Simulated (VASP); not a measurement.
Set up this calculation in VASP 6.6.1, as the native input.

```yaml
Task: single point
Functional: PBEsol
Potentials_or_basis: VASP PAW PBE potentials, release 64 (Ga_d, Al, N)
Cutoff: 520 eV
k_mesh: 3 × 3 × 3
Occupations: fermi-dirac, width 0.05 eV
Spin: no spin polarisation
Dipole_correction: no
Further_INCAR_settings: ALGO = Normal; EDIFF = 1e-07; NBANDS = 41
```

The structure of Al5GaN6 (an interface model) lies in POSCAR:

```
Al5GaN6
1.0
    3.1138160000      0.0000000000      0.0000000000
   -1.5569080000      2.6966440000      0.0000000000
    0.0000000000      0.0000000000     15.3182020000
Ga Al N
1 5 6
Direct
    0.6923950000      0.3381750000      0.1703240000
    0.6783420000      0.3465920000      0.5116130000
    0.6626440000      0.3300660000      0.8397760000
    0.3432610000      0.6683490000      0.3434050000
    0.3578020000      0.6787350000      0.6736190000
    0.3510800000      0.6726870000      0.0020740000
    0.3407330000      0.6669740000      0.1271510000
    0.3265890000      0.6476450000      0.4674160000
    0.3305660000      0.6454280000      0.7982360000
    0.6777930000      0.3390520000      0.2999120000
    0.6533510000      0.3234150000      0.6361910000
    0.6536610000      0.3160130000      0.9654530000
```

These files were run (other wordings do the same):

INCAR

```
SYSTEM = Al5GaN6
ALGO     = Normal         ! electronic algorithm
EDIFF    = 1E-7           ! SCF threshold, eV
ENCUT    = 520            ! plane-wave cutoff, eV
GGA      = PS             ! functional
ISIF     = 2              ! what is computed and relaxed
ISMEAR   = -1             ! smearing method
LASPH    = .True.         ! aspherical terms in the spheres
LCHARG   = .False.        ! write CHGCAR
LREAL    = .False.        ! projectors in reciprocal space
LWAVE    = .False.        ! write WAVECAR
NBANDS   = 41             ! bands
NELM     = 80             ! most SCF steps
PREC     = Accurate       ! precision mode
SIGMA    = 0.05           ! smearing width, eV
```

KPOINTS

```
k-points
0
Gamma
  3 3 3
  0 0 0
```

Potentials or basis: VASP PAW PBE potentials, release 64 (Ga_d, Al, N).

Run with:

```sh
$ cat potpaw_PBE.64/Ga_d/POTCAR potpaw_PBE.64/Al/POTCAR potpaw_PBE.64/N/POTCAR > POTCAR
$ mpirun -np 1 vasp_std > vasp.out
```

Results of the run:

The pressure is -0.8 GPa and the largest force is 1.496 eV/Å. The band gap on the k mesh is 2.89 eV, direct.

Caveat: the k points lie up to 0.78 Å⁻¹ apart; the PAW data sets were made with another functional, which shifts forces and pressure a little.

Run time: 45 s on 1 thread of Intel(R) Xeon(R) 6975P-C (Granite Rapids), with other jobs on the host, peak memory 0.26 GiB.
